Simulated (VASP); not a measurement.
# CsPbBr3 (P4/mmm) in VASP: further runs

CsPbBr3 is run at these levels: PBEsol; tasks: single point.

Everything below comes from runs of VASP 6.6.1. Logs are shortened: lines on timing, memory, paths and dates and some standing lists are left out, and cuts for length are marked.

## 1. The cell of the first run

Symmetry: P4/mmm, No. 123, tetragonal system. The conventional cell has a = 5.870 Å, b = 5.870 Å, c = 5.694 Å, α = 90.00°, β = 90.00°, γ = 90.00°. Cs (site symmetry 4/mmm) has 12 Br at 4.09 to 4.15 Å and 8 Pb at 5.03 Å within 5.4 Å. Pb (site symmetry 4/mmm) has 6 Br at 2.85 to 2.94 Å within 3.8 Å. Within 3.9 Å of Br (site symmetry mmm) lie 2 Pb at 2.94 Å. Within 3.8 Å of Br (site symmetry 4/mmm) lie 2 Pb at 2.85 Å.

## 2. Single point, PBEsol (strain -0.0300 x Voigt [0, 1, 0, 0, 0, 0])

The input, INCAR:

```
PREC = Accurate ; ENCUT = 520
EDIFF = 1E-6 ; ISMEAR = 0
SIGMA = 0.05 ; LREAL = False
LASPH = True ; NELM = 60
ALGO = Normal ; ISIF = 2
LWAVE = False ; LCHARG = False
GGA = PS ; NBANDS = 30
```

The input, KPOINTS:

```
Automatic mesh
0
Gamma
  6 6 6
```

The input, POSCAR:

```
CsPbBr3
1.0
    5.8700000000      0.0000000000      0.0000000000
    0.0000000000      5.6939000000      0.0000000000
    0.0000000000      0.0000000000      5.8700000000
Cs Pb Br
1 1 3
Direct
    0.0000000000      0.0000000000      0.0000000000
    0.5000000000      0.5000000000      0.5000000000
    0.0000000000      0.5000000000      0.5000000000
    0.5000000000      0.0000000000      0.5000000000
    0.5000000000      0.5000000000      0.0000000000
```

Potentials or basis: VASP PAW PBE potentials, release 64 (Cs_sv, Pb_d, Br).

The run is started by

```bash
cat potpaw_PBE.64/Cs_sv/POTCAR potpaw_PBE.64/Pb_d/POTCAR potpaw_PBE.64/Br/POTCAR > POTCAR
mpirun -np 1 vasp_std > vasp.out
```

OUTCAR:

```text
PREC = Accurate
   ENCUT = 520
   EDIFF = 1E-6
   ISMEAR = 0
   LREAL = False
   LASPH = True
   NELM = 60
   ISIF = 2
   GGA = PS

 ion  position               nearest neighbor table
   1  0.000  0.000  0.000-
   2  0.500  0.500  0.500-   4 2.85   4 2.85   5 2.94   5 2.94   3 2.94   3 2.94
   3  0.000  0.500  0.500-   2 2.94   2 2.94
   4  0.500  0.000  0.500-   2 2.85   2 2.85
   5  0.500  0.500  0.000-   2 2.94   2 2.94

  LATTYP: Found a simple tetragonal cell.
 ALAT       =     5.8700000000
 C/A-ratio  =     0.9700000000

  Lattice vectors:

 A1 = (  -5.8700000000,   0.0000000000,   0.0000000000)
 A2 = (   0.0000000000,   0.0000000000,   5.8700000000)
 A3 = (   0.0000000000,   5.6939000000,   0.0000000000)

Analysis of symmetry for initial positions (statically):
=====================================================================
 Subroutine PRICEL returns:
 Original cell was already a primitive cell.

 Routine SETGRP: Setting up the symmetry group for a
 simple tetragonal supercell.

 Subroutine GETGRP returns: Found 16 space group operations
 (whereof 16 operations were pure point group operations)
 out of a pool of 16 trial point group operations.

The static configuration has the point symmetry D_4h.

Analysis of symmetry for dynamics (positions and initial velocities):
=====================================================================
 Subroutine PRICEL returns:
 Original cell was already a primitive cell.

 Routine SETGRP: Setting up the symmetry group for a
 simple tetragonal supercell.

 Subroutine GETGRP returns: Found 16 space group operations
 (whereof 16 operations were pure point group operations)
 out of a pool of 16 trial point group operations.

The dynamic configuration has the point symmetry D_4h.

 Subroutine INISYM returns: Found 16 space group operations
 (whereof 16 operations are pure point group operations),
 and found     1 'primitive' translations

----------------------------------------------------------------------------------------

                                     Primitive cell

  volume of cell :     196.1941

[... 90 lines left out ...]
   LSORBIT =      F    spin-orbit coupling
   LASPH  =      T    aspherical Exc in radial PAW
   ENCUT  =  520.0 eV  38.22 Ry    6.18 a.u.  10.91 10.59 10.91*2*pi/ulx,y,z
   NELM   =     60;   NELMIN=  2; NELMDL= -5     # of ELM steps
   EDIFF  = 0.1E-05   stopping-criterion for ELM
   LREAL  =      F    real-space projection
   EDIFFG = 0.1E-04   stopping-criterion for IOM
   NSW    =      0    number of steps for IOM
   IBRION =     -1    ionic relax: 0-MD 1-quasi-New 2-CG
   NFREE  =      0    steps in history (QN), initial steepest desc. (CG)
   ISIF   =      2    stress and relaxation
   ISYM   =      2    0-nonsym 1-usesym 2-fastsym
   POTIM  = 0.5000    time-step for ionic-motion
   TEBEG  =    0.0;   TEEND  =   0.0 temperature during run
   PSTRESS=    0.0 pullay stress
   NELECT =      44.0000    total number of electrons
   NUPDOWN=      -1.0000    fix difference up-down
   EMIN   =  10.00;   EMAX   =-10.00  energy-range for DOS
   EFERMI =   0.00;   METHOD = LEGACY
   ISMEAR =     0;   SIGMA  =   0.05  broadening in eV -4-tet -1-fermi 0-gaus
   EFERMI_NEDOS =   21; number of points for ismear=-14 and -15
   IALGO  =     38    algorithm
   IMIX   =      4    mixing-type and parameters
     AMIX     =   0.40;   BMIX     =  1.00
     AMIX_MAG =   1.60;   BMIX_MAG =  1.00
  volume/ion in A,a.u.               =      39.24       264.80
  Fermi-wavevector in a.u.,A,eV,Ry     =   0.994635  1.879587 13.460225  0.989299
  Thomas-Fermi vector in A             =   2.126600
   LORBIT       =      0    0 simple, 1 ext, 2 COOP (PROOUT), +10 PAW based schemes
   GGA     = PS    functional components
   LHFCALC =     F    Hartree Fock is set to
   AEXX    =    0.0000 exact exchange contribution
   IVDW    =     0    specifies the selected vdW correction
   LEPSILON=     F    determine dielectric tensor
   LRPA    =     F    only Hartree local field effects (RPA)
 non-spin polarized calculation
 Gauss-broadening in eV      SIGMA  =   0.05
  energy-cutoff  :      520.00
  volume of cell :      196.19
 maximum number of plane-waves:      5328
 NGX is ok and might be reduce to    48
   NGX = 21   NGY = 21   NGZ = 21

 number of electron      44.0000001 magnetization

 Free energy of the ion-electron system (eV)
  ---------------------------------------------------
  ext. energy  EPLUGINS =         0.00000000
  ---------------------------------------------------
  free energy    TOTEN  =       -16.77233723 eV

  energy without entropy =      -16.77233723  energy(sigma->0) =      -16.77233723

 E-fermi :   1.8896     XC(G=0):  -7.9512

 val. band max:        1.5909703062   @ k =   0.5000   0.5000   0.5000
 cond. band min:       2.7946164586   @ k =   0.5000   0.5000   0.5000
 fundamental gap:      1.2036461524
 Fermi energy:         1.8896256781

 k-point     1 :       0.0000    0.0000    0.0000
  band No.  band energies     occupation
      1     -20.0283      2.00000
      2     -15.4298      2.00000
      3     -15.3720      2.00000
      4     -15.1943      2.00000
      5     -15.1888      2.00000
      6     -15.1888      2.00000
[... 781 lines left out ...]
     29       7.3496      0.00000
     30       7.4264      0.00000

 [... further k-points ...]

------------------------ aborting loop because EDIFF is reached ----------------------------------------

  FORCE on cell =-STRESS in cart. coord.  units (eV):
  Direction    XX          YY          ZZ          XY          YZ          ZX
  --------------------------------------------------------------------------------------
  -------------------------------------------------------------------------------------
  Total        0.2782514      2.3278784      0.2782514     -0.0000000      0.0000000      0.0000000
  in kB        2.2722806     19.0101186      2.2722806     -0.0000000      0.0000000      0.0000000
  external PRESSURE =       7.8515599 kB  Pullay stress =       0.0000000 kB

 VOLUME and BASIS-vectors are now :
 -----------------------------------------------------------------------------
  energy-cutoff  :      520.00
  volume of cell :      196.19
      direct lattice vectors                 reciprocal lattice vectors
     5.870000000  0.000000000  0.000000000     0.170357751  0.000000000  0.000000000
     0.000000000  5.693900000  0.000000000     0.000000000  0.175626548  0.000000000
     0.000000000  0.000000000  5.870000000     0.000000000  0.000000000  0.170357751

 POSITION                                       TOTAL-FORCE (eV/Angst)
 -----------------------------------------------------------------------------------
      0.00000      0.00000      0.00000         0.000000      0.000000      0.000000
      2.93500      2.84695      2.93500         0.000000      0.000000      0.000000
      0.00000      2.84695      2.93500         0.000000      0.000000      0.000000
      2.93500      0.00000      2.93500         0.000000      0.000000      0.000000
      2.93500      2.84695      0.00000         0.000000      0.000000      0.000000
 -----------------------------------------------------------------------------------
    total drift:                                0.000000     -0.000000     -0.000000

  FREE ENERGIE OF THE ION-ELECTRON SYSTEM (eV)
  ---------------------------------------------------
  free  energy   TOTEN  =       -16.7723372259 eV

  energy  without entropy=      -16.7723372259  energy(sigma->0) =      -16.77233723
```

OSZICAR:

```text
N       E                     dE             d eps       ncg     rms          rms(c)
DAV:   1     0.395871784053E+03    0.39587E+03   -0.18688E+04  2400   0.131E+03
DAV:   2     0.313487643776E+02   -0.36452E+03   -0.34696E+03  2792   0.302E+02
DAV:   3    -0.154612543811E+02   -0.46810E+02   -0.46378E+02  3046   0.117E+02
DAV:   4    -0.171855778132E+02   -0.17243E+01   -0.17184E+01  3014   0.281E+01
DAV:   5    -0.172399628026E+02   -0.54385E-01   -0.54366E-01  3032   0.455E+00    0.479E+00
DAV:   6    -0.168034820532E+02    0.43648E+00   -0.70591E-01  3564   0.874E+00    0.279E+00
DAV:   7    -0.167667663251E+02    0.36716E-01   -0.39349E-01  3642   0.372E+00    0.904E-01
DAV:   8    -0.167716540469E+02   -0.48877E-02   -0.49068E-02  3274   0.181E+00    0.203E-01
DAV:   9    -0.167721324446E+02   -0.47840E-03   -0.62323E-03  3476   0.642E-01    0.100E-01
DAV:  10    -0.167722532146E+02   -0.12077E-03   -0.55901E-04  3020   0.136E-01    0.452E-02
DAV:  11    -0.167723349091E+02   -0.81695E-04   -0.21778E-04  3246   0.116E-01    0.174E-02
DAV:  12    -0.167723376522E+02   -0.27430E-05   -0.20259E-05  3360   0.259E-02    0.121E-02
DAV:  13    -0.167723372259E+02    0.42623E-06   -0.29000E-06  2394   0.120E-02
   1 F= -.16772337E+02 E0= -.16772337E+02  d E =-.418001E-19
```

stdout:

```text
POSCAR found type information on POSCAR CsPbBr
 POSCAR found :  3 types and       5 ions
 scaLAPACK will be used
 -----------------------------------------------------------------------------
|                                                                             |
|                                                                             |
|     You enforced a specific xc type in the INCAR file but a different       |
|     I HOPE YOU KNOW WHAT YOU ARE DOING!                                     |
|                                                                             |
 -----------------------------------------------------------------------------

 LDA part: xc-table for (Slater+PW92), standard interpolation
 POSCAR, INCAR and KPOINTS ok, starting setup
 FFT: planning ... GRIDC
 FFT: planning ... GRID_SOFT
 FFT: planning ... GRID
 WAVECAR not read
 entering main loop
```

It took 5.3 min on 1 thread of AMD EPYC 7R13, shared host; peak memory 0.42 GiB.

What came out:

```yaml
Free_energy: -16.7723 eV
Pressure: 0.8 GPa
Band_gap_on_the_k_mesh: 1.20 eV
```

Caveat: the cell differs from its parent crystal (strain -0.0300 x Voigt [0, 1, 0, 0, 0, 0]); the PAW data sets were made with another functional, which shifts forces and pressure a little; spin-orbit coupling is left out, which moves the levels of the heavy elements. A k mesh can miss the band edges.

## 3. Single point, PBEsol (strain -0.0150 x Voigt [0, 1, 0, 0, 0, 0])

The input, INCAR:

```
SYSTEM = CsPbBr3
ALGO = Normal ; EDIFF = 1E-6
ENCUT = 520 ; GGA = PS
ISIF = 2 ; ISMEAR = 0
LASPH = .TRUE. ; LCHARG = .FALSE.
LREAL = .FALSE. ; LWAVE = .FALSE.
NBANDS = 30 ; NELM = 100
PREC = Accurate ; SIGMA = 0.05
```

The input, KPOINTS:

```
k-points
0
G
  6 6 6
  0 0 0
```

Edit POSCAR of step 2 so:

```diff
@@ -3,3 +3,3 @@
     5.8700000000      0.0000000000      0.0000000000
-    0.0000000000      5.6939000000      0.0000000000
+    0.0000000000      5.7819500000      0.0000000000
     0.0000000000      0.0000000000      5.8700000000
```

Potentials or basis: VASP PAW PBE potentials, release 64 (Cs_sv, Pb_d, Br).

The run is started by

```bash
cat potpaw_PBE.64/Cs_sv/POTCAR potpaw_PBE.64/Pb_d/POTCAR potpaw_PBE.64/Br/POTCAR > POTCAR
mpirun -np 1 vasp_std > vasp.out
```

OUTCAR:

```text
SYSTEM = CsPbBr3
   EDIFF = 1E-6
   ENCUT = 520
   GGA = PS
   ISIF = 2
   ISMEAR = 0
   LASPH = .TRUE.
   LREAL = .FALSE.
   NELM = 100
   PREC = Accurate

 ion  position               nearest neighbor table
   1  0.000  0.000  0.000-
   2  0.500  0.500  0.500-   4 2.89   4 2.89   5 2.94   5 2.94   3 2.94   3 2.94
   3  0.000  0.500  0.500-   2 2.94   2 2.94
   4  0.500  0.000  0.500-   2 2.89   2 2.89
   5  0.500  0.500  0.000-   2 2.94   2 2.94

  LATTYP: Found a simple tetragonal cell.
[... 995 lines left out ...]
  --------------------------------------------------------------------------------------
  -------------------------------------------------------------------------------------
  Total        0.1496372      1.0916970      0.1496372     -0.0000000      0.0000000      0.0000000
  in kB        1.2033713      8.7793461      1.2033713     -0.0000000      0.0000000      0.0000000
  external PRESSURE =       3.7286963 kB  Pullay stress =       0.0000000 kB

 VOLUME and BASIS-vectors are now :
 -----------------------------------------------------------------------------
  energy-cutoff  :      520.00
  volume of cell :      199.23
      direct lattice vectors                 reciprocal lattice vectors
     5.870000000  0.000000000  0.000000000     0.170357751  0.000000000  0.000000000
     0.000000000  5.781950000  0.000000000     0.000000000  0.172952032  0.000000000
     0.000000000  0.000000000  5.870000000     0.000000000  0.000000000  0.170357751

 POSITION                                       TOTAL-FORCE (eV/Angst)
 -----------------------------------------------------------------------------------
      0.00000      0.00000      0.00000         0.000000      0.000000      0.000000
      2.93500      2.89098      2.93500         0.000000      0.000000      0.000000
      0.00000      2.89098      2.93500         0.000000      0.000000      0.000000
      2.93500      0.00000      2.93500         0.000000      0.000000      0.000000
      2.93500      2.89098      0.00000         0.000000      0.000000      0.000000
 -----------------------------------------------------------------------------------
    total drift:                                0.000000     -0.000000     -0.000000

  FREE ENERGIE OF THE ION-ELECTRON SYSTEM (eV)
  ---------------------------------------------------
  free  energy   TOTEN  =       -16.7987768242 eV

  energy  without entropy=      -16.7987768242  energy(sigma->0) =      -16.79877682
```

OSZICAR:

```text
N       E                     dE             d eps       ncg     rms          rms(c)
DAV:   1     0.393393894295E+03    0.39339E+03   -0.18674E+04  2400   0.131E+03
DAV:   2     0.321402999479E+02   -0.36125E+03   -0.34494E+03  2794   0.299E+02
DAV:   3    -0.155792743219E+02   -0.47720E+02   -0.47281E+02  3136   0.117E+02
DAV:   4    -0.172341574462E+02   -0.16549E+01   -0.16510E+01  2946   0.272E+01
DAV:   5    -0.172860106073E+02   -0.51853E-01   -0.51843E-01  3062   0.453E+00    0.460E+00
DAV:   6    -0.168313873505E+02    0.45462E+00   -0.73177E-01  3626   0.875E+00    0.267E+00
DAV:   7    -0.167927863991E+02    0.38601E-01   -0.39490E-01  3632   0.365E+00    0.905E-01
DAV:   8    -0.167981345982E+02   -0.53482E-02   -0.48713E-02  3152   0.178E+00    0.197E-01
DAV:   9    -0.167985530833E+02   -0.41849E-03   -0.65328E-03  3650   0.642E-01    0.971E-02
DAV:  10    -0.167986873863E+02   -0.13430E-03   -0.59740E-04  2964   0.141E-01    0.432E-02
DAV:  11    -0.167987742929E+02   -0.86907E-04   -0.20823E-04  3138   0.107E-01    0.149E-02
DAV:  12    -0.167987770718E+02   -0.27789E-05   -0.19265E-05  3468   0.286E-02    0.106E-02
DAV:  13    -0.167987768242E+02    0.24766E-06   -0.23246E-06  2318   0.108E-02
   1 F= -.16798777E+02 E0= -.16798777E+02  d E =-.160399E-13
```

stdout:

```text
POSCAR found type information on POSCAR CsPbBr
 POSCAR found :  3 types and       5 ions
 scaLAPACK will be used
 -----------------------------------------------------------------------------
|                                                                             |
|                                                                             |
|     You enforced a specific xc type in the INCAR file but a different       |
|     I HOPE YOU KNOW WHAT YOU ARE DOING!                                     |
|                                                                             |
 -----------------------------------------------------------------------------

 LDA part: xc-table for (Slater+PW92), standard interpolation
 POSCAR, INCAR and KPOINTS ok, starting setup
 FFT: planning ... GRIDC
 FFT: planning ... GRID_SOFT
 FFT: planning ... GRID
 WAVECAR not read
 entering main loop
```

Run time: 6.2 min. Hardware: 1 thread of AMD EPYC 7R13, shared host; peak memory 0.44 GiB.

Results:

```yaml
Free_energy: -16.7988 eV
Pressure: 0.4 GPa
Band_gap_on_the_k_mesh: 1.32 eV
```

Stress tensor (GPa, compression positive):
```
0.12 0.00 0.00
0.00 0.88 0.00
0.00 0.00 0.12
```

Caveat: the cell differs from its parent crystal (strain -0.0150 x Voigt [0, 1, 0, 0, 0, 0]); the PAW data sets were made with another functional, which shifts forces and pressure a little; spin-orbit coupling is left out, which moves the levels of the heavy elements. A k mesh can miss the band edges.
